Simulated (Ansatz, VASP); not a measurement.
One calculation of SiC, two programs

The input POSCAR:

```
SiC
1.0
    3.0760000000      0.0000000000      0.0000000000
   -1.5380000000      2.6638941420      0.0000000000
    0.0000000000      0.0000000000      5.0480000000
Si C
2 2
Direct
    0.6666666667      0.3333333333      0.5000000000
    0.3333333333      0.6666666667      0.0000000000
    0.6666666667      0.3333333333      0.8850000000
    0.3333333333      0.6666666667      0.3850000000
```

File INCAR.step1:

```
SYSTEM = SiC
PREC = Accurate
ENCUT = 520
EDIFF = 1E-5
ISMEAR = -1
SIGMA = 0.05
LREAL = .False.
LASPH = .True.
NELM = 100
ALGO = Normal
ISIF = 2
LWAVE = .True.
LCHARG = .False.
NBANDS = 16
GGA = PE
```

File INCAR.step2:

```
SYSTEM = SiC
PREC = Accurate
ENCUT = 520
EDIFF = 1E-6
ISMEAR = -1
SIGMA = 0.05
LREAL = .False.
LASPH = .True.
NELM = 100
ALGO = Normal
ISIF = 2
LWAVE = .False.
LCHARG = .False.
METAGGA = R2SCAN
LHFCALC = .True.
AEXX = 0.5
LMIXTAU = .True.
PRECFOCK = Normal
NBANDS = 16
ISTART = 1
```

Contents of KPOINTS:

```
Automatic mesh
0
Gamma
  5 5 3
  0 0 0
```

The input input.yaml:

```yaml
crystal:
  lattice:
    - [3.076, 0.0, 0.0]
    - [-1.538, 2.663894142, 0.0]
    - [0.0, 0.0, 5.048]
  atoms:
    - { symbol: Si, position: [0.6666666667, 0.3333333333, 0.5] }
    - { symbol: Si, position: [0.3333333333, 0.6666666667, 0.0] }
    - { symbol: C, position: [0.6666666667, 0.3333333333, 0.885] }
    - { symbol: C, position: [0.3333333333, 0.6666666667, 0.385] }
hamiltonian:
  xc: r2scan50
  pseudopotentials: { kind: paw }
kpoints:
  mp_grid: { grid: [5, 5, 3] }
  band_path:
    path:
      - [[0.0, 0.0, 0.0], [0.5, 0.0, 0.0], [0.3333333333, 0.3333333333, 0.0], [0.0, 0.0, 0.0], [0.0, 0.0, 0.5], [0.5, 0.0, 0.5], [0.3333333333, 0.3333333333, 0.5], [0.0, 0.0, 0.5]]
      - [[0.5, 0.0, 0.5], [0.5, 0.0, 0.0]]
      - [[0.3333333333, 0.3333333333, 0.0], [0.3333333333, 0.3333333333, 0.5]]
    npoints: 4
scf:
  occupations: { method: fermi_dirac, width: 0.05 }
  n_extra_bands: 10
output:
  forces: true
  stress: true
  eigenvalues: true
  fatbands: false
```

Alike in both runs: functional r2SCAN50; k mesh 5 × 5 × 3; occupations fermi-dirac, width 0.05 eV; no spin polarisation.

```csv
,VASP,Ansatz
version,VASP 6.6.1,Ansatz 0.2.0
potentials or method,"VASP PAW PBE potentials, release 64 (Si, C)",Ansatz PAW
plane-wave cutoff (eV),520,500
valence electrons in the cell,16,16
task,single point,band structure
```

```csv
,VASP,Ansatz,Ansatz less VASP
gap on the k mesh at the Fermi level (eV),6.36,6.31,-0.055
pressure (GPa),-6.8,-6.0,+0.85
"traceless stress, the component that is largest in VASP (GPa)",-3.01,-3.16,-0.154
rms of the force components (eV/Å),0.450,0.450,+0.0003
```

VASP's potentials were made for PBE, not for r2SCAN50. Atom by atom the forces differ by 0.000 eV/Å (rms over components). With one functional, cell and mesh, what is left measures potentials, basis and numerics.

The k mesh is coarse, so the values compare programs but aren't converged.
